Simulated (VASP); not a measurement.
# CaO (Fm-3m) in VASP: density of states with PBEsol

Aim: the density of states of CaO with PBEsol.

All numbers are computed with VASP 6.6.1; they aren't measurements. Logs are shortened: lines on timing, memory, paths and dates and some standing lists are left out, and cuts for length are marked.

## Step 1: The cell of the first run

The structure is cubic, space group Fm-3m (No. 225). The conventional cell has a = 4.809 Å, b = 4.809 Å, c = 4.809 Å, α = 90.00°, β = 90.00°, γ = 90.00°. Ca (site symmetry m-3m) has 6 O at 2.40 Å within 3.2 Å. Within 3.2 Å of O (site symmetry m-3m) lie 6 Ca at 2.40 Å.

## Step 2: Density of states, PBEsol

Input file POSCAR:

```
CaO
1.0
    0.0000000000      2.4047309400      2.4047309400
    2.4047309400      0.0000000000      2.4047309400
    2.4047309400      2.4047309400      0.0000000000
Ca O
1 1
Direct
    0.0000000000      0.0000000000      0.0000000000
    0.5000000000      0.5000000000      0.5000000000
```

Input file INCAR.step1:

```
SYSTEM = CaO
  PREC = Accurate
  ENCUT = 520
  EDIFF = 1E-7
  ISMEAR = -1
  SIGMA = 0.1
  LREAL = .False.
  LASPH = .True.
  NELM = 60
  ALGO = Normal
  ISIF = 2
  LWAVE = .False.
  LCHARG = .True.
  GGA = PS
  NBANDS = 15
```

Input file KPOINTS.step1:

```
regular mesh
0
Gamma
  9 9 9
  0 0 0
```

Input file INCAR.step2:

```
SYSTEM = CaO
  PREC = Accurate
  ENCUT = 520
  EDIFF = 1E-7
  ISMEAR = -5
  SIGMA = 0.1
  LREAL = .False.
  LASPH = .True.
  NELM = 60
  ALGO = Normal
  ISIF = 2
  LWAVE = .False.
  LCHARG = .False.
  GGA = PS
  LORBIT = 11
  NEDOS = 1001
  ICHARG = 11
```

Input file KPOINTS.step2:

```
regular mesh
0
Gamma
  14 14 14
  0 0 0
```

Potentials or basis: VASP PAW PBE potentials, release 64 (Ca_sv, O).

The run is started by

```
cat potpaw_PBE.64/Ca_sv/POTCAR potpaw_PBE.64/O/POTCAR > POTCAR
cp INCAR.step1 INCAR
cp KPOINTS.step1 KPOINTS
mpirun -np 1 vasp_std > vasp.out
cp INCAR.step2 INCAR
cp KPOINTS.step2 KPOINTS
mpirun -np 1 vasp_std > vasp.out
```

OUTCAR:

```text
SYSTEM = CaO
   PREC = Accurate
   ENCUT = 520
   EDIFF = 1E-7
   ISMEAR = -5
   LREAL = .False.
   LASPH = .True.
   NELM = 60
   ISIF = 2
   GGA = PS
   LORBIT = 11
   ICHARG = 11

 ion  position               nearest neighbor table
   1  0.000  0.000  0.000-   2 2.40   2 2.40   2 2.40   2 2.40   2 2.40   2 2.40
   2  0.500  0.500  0.500-   1 2.40   1 2.40   1 2.40   1 2.40   1 2.40   1 2.40

  LATTYP: Found a face centered cubic cell.
 ALAT       =     4.8094618800

  Lattice vectors:

 A1 = (   0.0000000000,   2.4047309400,   2.4047309400)
 A2 = (   2.4047309400,   0.0000000000,   2.4047309400)
 A3 = (   2.4047309400,   2.4047309400,   0.0000000000)

Analysis of symmetry for initial positions (statically):
=====================================================================
 Subroutine PRICEL returns:
 Original cell was already a primitive cell.

 Routine SETGRP: Setting up the symmetry group for a
 face centered cubic supercell.

 Subroutine GETGRP returns: Found 48 space group operations
 (whereof 48 operations were pure point group operations)
 out of a pool of 48 trial point group operations.

The static configuration has the point symmetry O_h .

Analysis of symmetry for dynamics (positions and initial velocities):
=====================================================================
 Subroutine PRICEL returns:
 Original cell was already a primitive cell.

 Routine SETGRP: Setting up the symmetry group for a
 face centered cubic supercell.

 Subroutine GETGRP returns: Found 48 space group operations
 (whereof 48 operations were pure point group operations)
 out of a pool of 48 trial point group operations.

The dynamic configuration has the point symmetry O_h .

 Subroutine INISYM returns: Found 48 space group operations
 (whereof 48 operations are pure point group operations),
 and found     1 'primitive' translations

----------------------------------------------------------------------------------------

                                     Primitive cell

  volume of cell :      27.8118

  direct lattice vectors                    reciprocal lattice vectors
     0.000000000  2.404730940  2.404730940    -0.207923469  0.207923469  0.207923469
     2.404730940  0.000000000  2.404730940     0.207923469 -0.207923469  0.207923469
     2.404730940  2.404730940  0.000000000     0.207923469  0.207923469 -0.207923469

  length of vectors
     3.400803109  3.400803109  3.400803109     0.360134013  0.360134013  0.360134013

  position of ions in fractional coordinates (direct lattice)
     0.000000000  0.000000000  0.000000000
[... 99 lines left out ...]
     AMIX     =   0.40;   BMIX     =  1.00
     AMIX_MAG =   1.60;   BMIX_MAG =  1.00
  volume/ion in A,a.u.               =      13.91        93.84
  Fermi-wavevector in a.u.,A,eV,Ry     =   1.361565  2.572985 25.223281  1.853859
  Thomas-Fermi vector in A             =   2.488130
   LORBIT       =     11    0 simple, 1 ext, 2 COOP (PROOUT), +10 PAW based schemes
   GGA     = PS    functional components
   LHFCALC =     F    Hartree Fock is set to
   AEXX    =    0.0000 exact exchange contribution
   IVDW    =     0    specifies the selected vdW correction
   LEPSILON=     F    determine dielectric tensor
   LRPA    =     F    only Hartree local field effects (RPA)
 non-spin polarized calculation
 Fermi weights with tetrahedron method with Bloechl corrections
  energy-cutoff  :      520.00
  volume of cell :       27.81
 maximum number of plane-waves:       760
 NGX is ok and might be reduce to    28

 number of electron      15.9999997 magnetization

 Free energy of the ion-electron system (eV)
  ---------------------------------------------------
  ext. energy  EPLUGINS =         0.00000000
  ---------------------------------------------------
  free energy    TOTEN  =       -13.40776748 eV

  energy without entropy =      -13.40776748  energy(sigma->0) =      -13.40776748

 E-fermi :   2.1906     XC(G=0): -10.7264

 val. band max:        2.1832086672   @ k =   0.0000   0.0000   0.0000
 cond. band min:       5.7192018840   @ k =   0.5000   0.5000   0.0000
 fundamental gap:      3.5359932168
 Fermi energy:         2.1905623283

 k-point     1 :       0.0000    0.0000    0.0000
  band No.  band energies     occupation
      1     -35.2098      2.00000
      2     -16.0522      2.00000
      3     -16.0522      2.00000
      4     -16.0522      2.00000
      5     -13.2570      2.00000
      6       2.1832      2.00000
      7       2.1832      2.00000
      8       2.1832      2.00000
      9       6.7323      0.00000
     10       8.3731      0.00000
     11       8.3731      0.00000
     12       8.3731      0.00000
[... 331 lines left out ...]
 k-point    24 :       0.2857    0.1429    0.0000
  band No.  band energies     occupation
      1     -35.1474      2.00000
      2     -16.6664      2.00000
      3     -16.1344      2.00000
      4     -16.1220      2.00000
      5     -12.6020      2.00000
      6       0.4979      2.00000
      7       1.5882      2.00000
      8       1.7234      2.00000
      9       7.5150      0.00000
     10       8.8195      0.00000
     11       9.8230      0.00000
     12       9.9412      0.00000

 [... further k-points ...]

------------------------ aborting loop because EDIFF is reached ----------------------------------------

  FORCE on cell =-STRESS in cart. coord.  units (eV):
  Direction    XX          YY          ZZ          XY          YZ          ZX
  --------------------------------------------------------------------------------------
  -------------------------------------------------------------------------------------
  Total       -0.4017547     -0.4017547     -0.4017547     -0.0000000      0.0000000      0.0000000
  in kB      -23.1441925    -23.1441925    -23.1441925     -0.0000000      0.0000000      0.0000000
  external PRESSURE =     -23.1441925 kB  Pullay stress =       0.0000000 kB

 VOLUME and BASIS-vectors are now :
 -----------------------------------------------------------------------------
  energy-cutoff  :      520.00
  volume of cell :       27.81
      direct lattice vectors                 reciprocal lattice vectors
     0.000000000  2.404730940  2.404730940    -0.207923469  0.207923469  0.207923469
     2.404730940  0.000000000  2.404730940     0.207923469 -0.207923469  0.207923469
     2.404730940  2.404730940  0.000000000     0.207923469  0.207923469 -0.207923469

 POSITION                                       TOTAL-FORCE (eV/Angst)
 -----------------------------------------------------------------------------------
      0.00000      0.00000      0.00000         0.000000      0.000000      0.000000
      2.40473      2.40473      2.40473        -0.000000     -0.000000     -0.000000
 -----------------------------------------------------------------------------------
    total drift:                                0.000000      0.000000      0.000000

  FREE ENERGIE OF THE ION-ELECTRON SYSTEM (eV)
  ---------------------------------------------------
  free  energy   TOTEN  =       -13.4077674833 eV

  energy  without entropy=      -13.4077674833  energy(sigma->0) =      -13.40776748

 total charge

# of ion       s       p       d       tot
------------------------------------------
    1        2.041   5.878   0.303   8.222
    2        1.545   3.430   0.000   4.975
--------------------------------------------------
tot          3.586   9.307   0.303  13.196
```

OUTCAR.step1:

```text
SYSTEM = CaO
   PREC = Accurate
   ENCUT = 520
   EDIFF = 1E-7
   ISMEAR = -1
   LREAL = .False.
[... 654 lines left out ...]
      0.00000      0.00000      0.00000        -0.000000     -0.000000     -0.000000
      2.40473      2.40473      2.40473         0.000000      0.000000      0.000000
 -----------------------------------------------------------------------------------
    total drift:                                0.000000      0.000000      0.000000

  FREE ENERGIE OF THE ION-ELECTRON SYSTEM (eV)
  ---------------------------------------------------
  free  energy   TOTEN  =       -13.4077397579 eV

  energy  without entropy=      -13.4077397561  energy(sigma->0) =      -13.40773976
```

It took 19 s on 1 thread of Intel Xeon 6975P-C (Granite Rapids), shared host; peak memory 0.17 GiB.

What came out:

```
Valence electrons inside the program's atomic spheres : Ca 8.22; O 4.97
```

Caveat: the PAW data sets were made with another functional, which shifts forces and pressure a little.
